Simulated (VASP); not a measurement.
Wanted: the native input for a VASP 6.6.1 run.

- Task: single point
- Functional: PBE
- Potentials or basis: VASP PAW PBE potentials, release 64 (Ta_pv)
- Cutoff: 520 eV
- k mesh: 4 × 4 × 4
- Occupations: gaussian, width 0.1 eV
- Spin: no spin polarisation
- Dipole correction: no
- Further INCAR settings: ALGO = Normal; EDIFF = 1e-07; NBANDS = 42

The structure of Ta lies in POSCAR:

```
Ta
1.0
    0.0000000000      3.8398882067      3.8398882067
    3.8398882067      0.0000000000      3.8398882067
    3.8398882067      3.8398882067      0.0000000000
Ta
6
Direct
    0.6250000000      0.6250000000      0.6250000000
    0.6250000000      0.6250000000      0.1250000000
    0.6250000000      0.1250000000      0.6250000000
    0.1250000000      0.6250000000      0.6250000000
    0.0000000000      0.0000000000      0.0000000000
    0.2500000000      0.2500000000      0.2500000000
```

These files were run (other wordings do the same):

INCAR

```
SYSTEM = Ta
  PREC = Accurate
  ENCUT = 520
  EDIFF = 1E-7
  ISMEAR = 0
  SIGMA = 0.1
  LREAL = .FALSE.
  LASPH = .TRUE.
  NELM = 80
  ALGO = Normal
  ISIF = 2
  LWAVE = .FALSE.
  LCHARG = .FALSE.
  GGA = PE
  NBANDS = 42
```

KPOINTS

```
Automatic mesh
0
G
  4 4 4
  0 0 0
```

Potentials or basis: VASP PAW PBE potentials, release 64 (Ta_pv).

The run is started by

```sh
$ cat potpaw_PBE.64/Ta_pv/POTCAR > POTCAR
$ mpirun -np 1 vasp_std > vasp.out
```

Results of the run:

```yaml
Pressure: 0.1 GPa
Band_gap_on_the_k_mesh: zero (band 33 reaches 5.09 eV, above the bottom of band 34 at 4.77 eV)
```

Caveat: spin-orbit coupling is left out, which moves the levels of the heavy elements.

Wall time 35 s on 1 thread of Intel(R) Xeon(R) Platinum 8488C (Sapphire Rapids), on a shared host, peak memory 0.23 GiB.
